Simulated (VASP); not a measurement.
# Ge (Pm-3m) in VASP: further runs

Runs on Ge. Level: LDA. Tasks: single point, relaxation of cell and atoms.

Program: VASP 6.6.1. These are calculated values, not measurements. Logs are shortened: lines on timing, memory, paths and dates and some standing lists are left out, and cuts for length are marked.

**1. The cell of the first run**

Symmetry: Pm-3m, No. 221, cubic system. Conventional cell: a = 2.128 Å, b = 2.128 Å, c = 2.128 Å, α = 90.00°, β = 90.00°, γ = 90.00°. Within 2.8 Å of Ge (site symmetry m-3m) lie 6 Ge at 2.13 Å.

**2. Single point, LDA**

Contents of INCAR:

```
ALGO     = Normal         # electronic algorithm
EDIFF    = 1E-6           # SCF threshold, eV
ENCUT    = 520            # plane-wave cutoff, eV
ISIF     = 2              # what is computed and relaxed
ISMEAR   = -1             # smearing method
LASPH    = T              # aspherical terms in the spheres
LCHARG   = F              # write CHGCAR
LREAL    = F              # projectors in reciprocal space
LWAVE    = F              # write WAVECAR
NBANDS   = 13             # bands
NELM     = 60             # most SCF steps
PREC     = Accurate       # precision mode
SIGMA    = 0.1            # smearing width, eV
```

Contents of KPOINTS:

```
k-points
0
Gamma
  17 17 17
```

Contents of POSCAR:

```
Ge
1.0
    2.1276740014      0.0000000000      0.0000000000
    0.0000000000      2.1276740014      0.0000000000
    0.0000000000      0.0000000000      2.1276740014
Ge
1
Direct
    0.0000000000      0.0000000000      0.0000000000
```

Potentials or basis: VASP PAW LDA potentials, release 64 (Ge_d).

Command:

```
$ cat potpaw_LDA.64/Ge_d/POTCAR > POTCAR
$ mpirun -np 1 vasp_std > vasp.out
```

OUTCAR:

```text
EDIFF = 1E-6
   ENCUT = 520
   ISIF = 2
   ISMEAR = -1
   LASPH = T
   LREAL = F
   NELM = 60
   PREC = Accurate

 ion  position               nearest neighbor table
   1  0.000  0.000  0.000-

  LATTYP: Found a simple cubic cell.
 ALAT       =     2.1276740014

  Lattice vectors:

 A1 = (   2.1276740014,   0.0000000000,   0.0000000000)
 A2 = (   0.0000000000,   2.1276740014,   0.0000000000)
 A3 = (   0.0000000000,   0.0000000000,   2.1276740014)

Analysis of symmetry for initial positions (statically):
=====================================================================
 Subroutine PRICEL returns:
 Original cell was already a primitive cell.

 Routine SETGRP: Setting up the symmetry group for a
 simple cubic supercell.

 Subroutine GETGRP returns: Found 48 space group operations
 (whereof 48 operations were pure point group operations)
 out of a pool of 48 trial point group operations.

The static configuration has the point symmetry O_h .

Analysis of symmetry for dynamics (positions and initial velocities):
=====================================================================
 Subroutine PRICEL returns:
 Original cell was already a primitive cell.

 Routine SETGRP: Setting up the symmetry group for a
 simple cubic supercell.

 Subroutine GETGRP returns: Found 48 space group operations
 (whereof 48 operations were pure point group operations)
 out of a pool of 48 trial point group operations.

The dynamic configuration has the point symmetry O_h .

 Subroutine INISYM returns: Found 48 space group operations
 (whereof 48 operations are pure point group operations),
 and found     1 'primitive' translations

----------------------------------------------------------------------------------------

                                     Primitive cell

  volume of cell :       9.6320

  direct lattice vectors                    reciprocal lattice vectors
     2.127674001  0.000000000  0.000000000     0.469996813  0.000000000  0.000000000
     0.000000000  2.127674001  0.000000000     0.000000000  0.469996813  0.000000000
     0.000000000  0.000000000  2.127674001     0.000000000  0.000000000  0.469996813

  length of vectors
     2.127674001  2.127674001  2.127674001     0.469996813  0.469996813  0.469996813

  position of ions in fractional coordinates (direct lattice)
     0.000000000  0.000000000  0.000000000

  ion indices of the primitive-cell ions
   primitive index   ion index
                 1           1

----------------------------------------------------------------------------------------

 KPOINTS: k-points

Automatic generation of k-mesh.
 Grid dimensions read from file:
 generate k-points for:   17   17   17

 Generating k-lattice:

  Cartesian coordinates                     Fractional coordinates (reciprocal lattice)
     0.027646871  0.000000000  0.000000000     0.058823529  0.000000000  0.000000000
     0.000000000  0.027646871  0.000000000     0.000000000  0.058823529  0.000000000
     0.000000000  0.000000000  0.027646871     0.000000000  0.000000000  0.058823529

  Length of vectors
     0.027646871  0.027646871  0.027646871

  Shift w.r.t. Gamma in fractional coordinates (k-lattice)
     0.000000000  0.000000000  0.000000000

 Subroutine IBZKPT returns following result:
 ===========================================

 Found    165 irreducible k-points:

 Following reciprocal coordinates:
            Coordinates               Weight
  0.000000  0.000000  0.000000      1.000000
  0.058824  0.000000  0.000000      6.000000
  0.117647  0.000000  0.000000      6.000000
  0.176471  0.000000  0.000000      6.000000
  0.235294  0.000000  0.000000      6.000000
  0.294118  0.000000  0.000000      6.000000
[... 16 lines left out ...]
  0.411765  0.117647  0.000000     24.000000
  0.470588  0.117647  0.000000     24.000000
 [... further k-points ...]
   k-points           NKPTS =    165   k-points in BZ     NKDIM =    165   number of bands    NBANDS=     13
   number of dos      NEDOS =    301   number of ions     NIONS =      1
   total plane-waves  NPLWV =   4096
   dimension x,y,z NGX =    16 NGY =   16 NGZ =   16
   dimension x,y,z NGXF=    32 NGYF=   32 NGZF=   32
   ions per type =               1
   NGX,Y,Z   is equivalent  to a cutoff of  12.50, 12.50, 12.50 a.u.
   NGXF,Y,Z  is equivalent  to a cutoff of  25.00, 25.00, 25.00 a.u.
 SYSTEM =  unknown system
   PREC   = accura    normal or accurate (medium, high low for compatibility)
   ISTART =      0    job   : 0-new  1-cont  2-samecut
   ICHARG =      2    charge: 1-file 2-atom 10-const
   ISPIN  =      1    spin polarized calculation?
   LNONCOLLINEAR =      F non collinear calculations
   LSORBIT =      F    spin-orbit coupling
   LASPH  =      T    aspherical Exc in radial PAW
   ENCUT  =  520.0 eV  38.22 Ry    6.18 a.u.   3.96  3.96  3.96*2*pi/ulx,y,z
   NELM   =     60;   NELMIN=  2; NELMDL= -5     # of ELM steps
   EDIFF  = 0.1E-05   stopping-criterion for ELM
   LREAL  =      F    real-space projection
   EDIFFG = 0.1E-04   stopping-criterion for IOM
   NSW    =      0    number of steps for IOM
   IBRION =     -1    ionic relax: 0-MD 1-quasi-New 2-CG
   NFREE  =      0    steps in history (QN), initial steepest desc. (CG)
   ISIF   =      2    stress and relaxation
   ISYM   =      2    0-nonsym 1-usesym 2-fastsym
   POTIM  = 0.5000    time-step for ionic-motion
   TEBEG  =    0.0;   TEEND  =   0.0 temperature during run
   PSTRESS=    0.0 pullay stress
   NELECT =      14.0000    total number of electrons
   NUPDOWN=      -1.0000    fix difference up-down
   EMIN   =  10.00;   EMAX   =-10.00  energy-range for DOS
   EFERMI =   0.00;   METHOD = LEGACY
   ISMEAR =    -1;   SIGMA  =   0.10  broadening in eV -4-tet -1-fermi 0-gaus
   EFERMI_NEDOS =   21; number of points for ismear=-14 and -15
   IALGO  =     38    algorithm
   IMIX   =      4    mixing-type and parameters
     AMIX     =   0.40;   BMIX     =  1.00
     AMIX_MAG =   1.60;   BMIX_MAG =  1.00
  volume/ion in A,a.u.               =       9.63        65.00
  Fermi-wavevector in a.u.,A,eV,Ry     =   1.854438  3.504381 46.789646  3.438942
  Thomas-Fermi vector in A             =   2.903756
   LORBIT       =      0    0 simple, 1 ext, 2 COOP (PROOUT), +10 PAW based schemes
   GGA     = CA    functional components
   LHFCALC =     F    Hartree Fock is set to
   AEXX    =    0.0000 exact exchange contribution
   IVDW    =     0    specifies the selected vdW correction
   LEPSILON=     F    determine dielectric tensor
   LRPA    =     F    only Hartree local field effects (RPA)
 non-spin polarized calculation
  energy-cutoff  :      520.00
  volume of cell :        9.63
 maximum number of plane-waves:       280
 NGX is ok and might be reduce to    16
   NGX =  7   NGY =  7   NGZ =  7

 number of electron      13.9999989 magnetization

 Free energy of the ion-electron system (eV)
  ---------------------------------------------------
  ext. energy  EPLUGINS =         0.00000000
  ---------------------------------------------------
  free energy    TOTEN  =        -1.28494681 eV

  energy without entropy =       -1.27407045  energy(sigma->0) =       -1.27950863

 E-fermi :  16.8019     XC(G=0): -15.3617

 val. band max:       16.8013940000   @ k =   0.3529   0.3529   0.1176
 cond. band min:      16.8125547437   @ k =   0.3529   0.3529   0.3529
 fundamental gap:      0.0111607436
 Fermi energy:        16.8019349529

 k-point     1 :       0.0000    0.0000    0.0000
  band No.  band energies     occupation
      1     -10.6782      2.00000
      2     -10.6782      2.00000
      3      -9.0761      2.00000
      4      -9.0761      2.00000
      5      -9.0761      2.00000
      6      -4.5564      2.00000
      7      27.4408      0.00000
      8      27.4408      0.00000
      9      27.4408      0.00000
     10      30.3529      0.00000
     11      30.3529      0.00000
     12      38.1038      0.00000
     13      55.6004      0.00000

 k-point     2 :       0.0588    0.0000    0.0000
  band No.  band energies     occupation
      1     -10.6736      2.00000
      2     -10.6438      2.00000
      3      -9.0916      2.00000
      4      -9.0916      2.00000
      5      -9.0748      2.00000
      6      -4.4380      2.00000
      7      25.2707      0.00000
      8      27.5765      0.00000
      9      27.5765      0.00000
     10      30.4370      0.00000
     11      32.1968      0.00000
     12      38.6631      0.00000
     13      54.1452      0.00000

 k-point     3 :       0.1176    0.0000    0.0000
  band No.  band energies     occupation
      1     -10.6604      2.00000
      2     -10.5465      2.00000
      3      -9.1358      2.00000
      4      -9.1358      2.00000
      5      -9.0711      2.00000
      6      -4.0800      2.00000
      7      22.0952      0.00000
      8      27.9807      0.00000
      9      27.9807      0.00000
     10      30.6903      0.00000
     11      34.1277      0.00000
     12      40.6000      0.00000
     13      51.4758      0.00000
[... 305 lines left out ...]
 k-point    23 :       0.4118    0.1176    0.0000
  band No.  band energies     occupation
      1     -10.4566      2.00000
      2      -9.7218      2.00000
      3      -9.6087      2.00000
      4      -9.4819      2.00000
      5      -9.0961      2.00000
      6       1.9505      2.00000
      7       8.2050      2.00000
      8      27.7826      0.00000
      9      33.5616      0.00000
     10      33.8866      0.00000
     11      36.6486      0.00000
     12      41.1395      0.00000
     13      41.7436      0.00000

 k-point    24 :       0.4706    0.1176    0.0000
  band No.  band energies     occupation
      1     -10.4471      2.00000
      2      -9.6630      2.00000
      3      -9.6409      2.00000
      4      -9.5106      2.00000
      5      -9.0933      2.00000
      6       3.7948      2.00000
      7       5.9146      2.00000
      8      29.1643      0.00000
      9      31.8513      0.00000
     10      34.9974      0.00000
     11      37.4348      0.00000
     12      40.2501      0.00000
     13      40.3547      0.00000

 [... further k-points ...]
[... 5 lines left out ...]
  --------------------------------------------------------------------------------------
  -------------------------------------------------------------------------------------
  Total       14.6320660     14.6320660     14.6320660     -0.0000000      0.0000000      0.0000000
  in kB     2433.8901433   2433.8901433   2433.8901433     -0.0000000      0.0000000      0.0000000
  external PRESSURE =    2433.8901433 kB  Pullay stress =       0.0000000 kB

 VOLUME and BASIS-vectors are now :
 -----------------------------------------------------------------------------
  energy-cutoff  :      520.00
  volume of cell :        9.63
      direct lattice vectors                 reciprocal lattice vectors
     2.127674001  0.000000000  0.000000000     0.469996813  0.000000000  0.000000000
     0.000000000  2.127674001  0.000000000     0.000000000  0.469996813  0.000000000
     0.000000000  0.000000000  2.127674001     0.000000000  0.000000000  0.469996813

 POSITION                                       TOTAL-FORCE (eV/Angst)
 -----------------------------------------------------------------------------------
      0.00000      0.00000      0.00000         0.000000      0.000000      0.000000
 -----------------------------------------------------------------------------------
    total drift:                                0.000000     -0.000000      0.000000

  FREE ENERGIE OF THE ION-ELECTRON SYSTEM (eV)
  ---------------------------------------------------
  free  energy   TOTEN  =        -1.2849468077 eV

  energy  without entropy=       -1.2740704467  energy(sigma->0) =       -1.27950863
```

Run time: 27 s. Hardware: 1 thread of AMD EPYC 7R13, shared host; peak memory 0.09 GiB.

What came out:

```
Free energy            : -1.2849 eV
Pressure               : 243.4 GPa
Band gap on the k mesh : zero (band 7 reaches 27.44 eV, above the bottom of band 8 at 14.22 eV)
```

**3. Single point, LDA**

Contents of INCAR:

```
SYSTEM = Ge
  PREC = Accurate
  ENCUT = 520
  EDIFF = 1E-6
  ISMEAR = -1
  SIGMA = 0.1
  LREAL = .FALSE.
  LASPH = .TRUE.
  NELM = 60
  ALGO = Normal
  ISIF = 2
  LWAVE = .FALSE.
  LCHARG = .FALSE.
  GGA = CA
  NBANDS = 13
```

Contents of KPOINTS:

```
regular mesh
0
G
  17 17 17
  0 0 0
```

POSCAR is that of step 2.

Potentials or basis: VASP PAW LDA potentials, release 64 (Ge_d).

Command:

```
$ cat potpaw_LDA.64/Ge_d/POTCAR > POTCAR
$ mpirun -np 1 vasp_std > vasp.out
```

OUTCAR:

```text
SYSTEM = Ge
   PREC = Accurate
   ENCUT = 520
   EDIFF = 1E-6
   ISMEAR = -1
   LREAL = .FALSE.
   LASPH = .TRUE.
   NELM = 60
   ISIF = 2
   GGA = CA

 ion  position               nearest neighbor table
   1  0.000  0.000  0.000-

  LATTYP: Found a simple cubic cell.
 ALAT       =     2.1276740014

  Lattice vectors:

 A1 = (   2.1276740014,   0.0000000000,   0.0000000000)
 A2 = (   0.0000000000,   2.1276740014,   0.0000000000)
 A3 = (   0.0000000000,   0.0000000000,   2.1276740014)

Analysis of symmetry for initial positions (statically):
=====================================================================
 Subroutine PRICEL returns:
 Original cell was already a primitive cell.

 Routine SETGRP: Setting up the symmetry group for a
 simple cubic supercell.

 Subroutine GETGRP returns: Found 48 space group operations
 (whereof 48 operations were pure point group operations)
 out of a pool of 48 trial point group operations.

The static configuration has the point symmetry O_h .

Analysis of symmetry for dynamics (positions and initial velocities):
=====================================================================
 Subroutine PRICEL returns:
 Original cell was already a primitive cell.

 Routine SETGRP: Setting up the symmetry group for a
 simple cubic supercell.

 Subroutine GETGRP returns: Found 48 space group operations
 (whereof 48 operations were pure point group operations)
 out of a pool of 48 trial point group operations.

The dynamic configuration has the point symmetry O_h .

 Subroutine INISYM returns: Found 48 space group operations
 (whereof 48 operations are pure point group operations),
 and found     1 'primitive' translations

----------------------------------------------------------------------------------------

                                     Primitive cell

[... 108 lines left out ...]
     AMIX_MAG =   1.60;   BMIX_MAG =  1.00
  volume/ion in A,a.u.               =       9.63        65.00
  Fermi-wavevector in a.u.,A,eV,Ry     =   1.854438  3.504381 46.789646  3.438942
  Thomas-Fermi vector in A             =   2.903756
   LORBIT       =      0    0 simple, 1 ext, 2 COOP (PROOUT), +10 PAW based schemes
   GGA     = CA    functional components
   LHFCALC =     F    Hartree Fock is set to
   AEXX    =    0.0000 exact exchange contribution
   IVDW    =     0    specifies the selected vdW correction
   LEPSILON=     F    determine dielectric tensor
   LRPA    =     F    only Hartree local field effects (RPA)
 non-spin polarized calculation
  energy-cutoff  :      520.00
  volume of cell :        9.63
 maximum number of plane-waves:       280
 NGX is ok and might be reduce to    16
   NGX =  7   NGY =  7   NGZ =  7

 number of electron      13.9999989 magnetization

 Free energy of the ion-electron system (eV)
  ---------------------------------------------------
  ext. energy  EPLUGINS =         0.00000000
  ---------------------------------------------------
  free energy    TOTEN  =        -1.28494681 eV

  energy without entropy =       -1.27407045  energy(sigma->0) =       -1.27950863

 E-fermi :  16.8019     XC(G=0): -15.3617

 val. band max:       16.8013940000   @ k =   0.3529   0.3529   0.1176
 cond. band min:      16.8125547437   @ k =   0.3529   0.3529   0.3529
 fundamental gap:      0.0111607436
 Fermi energy:        16.8019349529

 k-point     1 :       0.0000    0.0000    0.0000
  band No.  band energies     occupation
      1     -10.6782      2.00000
      2     -10.6782      2.00000
      3      -9.0761      2.00000
      4      -9.0761      2.00000
      5      -9.0761      2.00000
      6      -4.5564      2.00000
      7      27.4408      0.00000
      8      27.4408      0.00000
      9      27.4408      0.00000
     10      30.3529      0.00000
     11      30.3529      0.00000
     12      38.1038      0.00000
     13      55.6004      0.00000
[... 354 lines left out ...]
  band No.  band energies     occupation
      1     -10.4471      2.00000
      2      -9.6630      2.00000
      3      -9.6409      2.00000
      4      -9.5106      2.00000
      5      -9.0933      2.00000
      6       3.7948      2.00000
      7       5.9146      2.00000
      8      29.1643      0.00000
      9      31.8513      0.00000
     10      34.9974      0.00000
     11      37.4348      0.00000
     12      40.2501      0.00000
     13      40.3547      0.00000

 [... further k-points ...]
[... 5 lines left out ...]
  --------------------------------------------------------------------------------------
  -------------------------------------------------------------------------------------
  Total       14.6320660     14.6320660     14.6320660     -0.0000000      0.0000000      0.0000000
  in kB     2433.8901433   2433.8901433   2433.8901433     -0.0000000      0.0000000      0.0000000
  external PRESSURE =    2433.8901433 kB  Pullay stress =       0.0000000 kB

 VOLUME and BASIS-vectors are now :
 -----------------------------------------------------------------------------
  energy-cutoff  :      520.00
  volume of cell :        9.63
      direct lattice vectors                 reciprocal lattice vectors
     2.127674001  0.000000000  0.000000000     0.469996813  0.000000000  0.000000000
     0.000000000  2.127674001  0.000000000     0.000000000  0.469996813  0.000000000
     0.000000000  0.000000000  2.127674001     0.000000000  0.000000000  0.469996813

 POSITION                                       TOTAL-FORCE (eV/Angst)
 -----------------------------------------------------------------------------------
      0.00000      0.00000      0.00000         0.000000      0.000000      0.000000
 -----------------------------------------------------------------------------------
    total drift:                                0.000000     -0.000000      0.000000

  FREE ENERGIE OF THE ION-ELECTRON SYSTEM (eV)
  ---------------------------------------------------
  free  energy   TOTEN  =        -1.2849468077 eV

  energy  without entropy=       -1.2740704467  energy(sigma->0) =       -1.27950863
```

OSZICAR:

```text
N       E                     dE             d eps       ncg     rms          rms(c)
DAV:   1     0.576097656600E+02    0.57610E+02   -0.65029E+03  5075   0.340E+03
DAV:   2     0.124635055867E+01   -0.56363E+02   -0.53477E+02  4580   0.387E+02
DAV:   3    -0.147375353615E+01   -0.27201E+01   -0.27065E+01  4815   0.575E+01
DAV:   4    -0.149103453234E+01   -0.17281E-01   -0.17280E-01  4835   0.451E+00
DAV:   5    -0.149110691314E+01   -0.72381E-04   -0.72379E-04  4810   0.302E-01    0.498E+00
DAV:   6    -0.135861309246E+01    0.13249E+00   -0.12695E-02  4746   0.128E+00    0.280E+00
DAV:   7    -0.128504518031E+01    0.73568E-01   -0.25483E-02  4702   0.153E+00    0.215E-01
DAV:   8    -0.128495143475E+01    0.93746E-04   -0.46737E-04  6158   0.464E-01    0.548E-02
DAV:   9    -0.128495001123E+01    0.14235E-05   -0.87906E-06  5278   0.811E-02    0.696E-03
DAV:  10    -0.128494687597E+01    0.31353E-05   -0.25600E-06  4795   0.530E-02    0.873E-04
DAV:  11    -0.128494680766E+01    0.68314E-07   -0.12190E-07  2935   0.658E-03
   1 F= -.12849468E+01 E0= -.12795086E+01  d E =-.108764E-01
```

It took 27 s on 1 thread of AMD EPYC 7R13, shared host; peak memory 0.09 GiB.

What came out:

* Free energy: -1.2849 eV
* Pressure: 243.4 GPa
* Band gap on the k mesh: zero (band 7 reaches 27.44 eV, above the bottom of band 8 at 14.22 eV)

Levels at points of the mesh, in eV from the Fermi level:
```tsv
k point	band 3	band 4	band 5	band 6	band 7	band 8	band 9	band 10	band 11	band 12
(0.00, 0.00, 0.00)	-25.88	-25.88	-25.88	-21.36	10.64	10.64	10.64	13.55	13.55	21.30
```

[end of part 1 of 2]
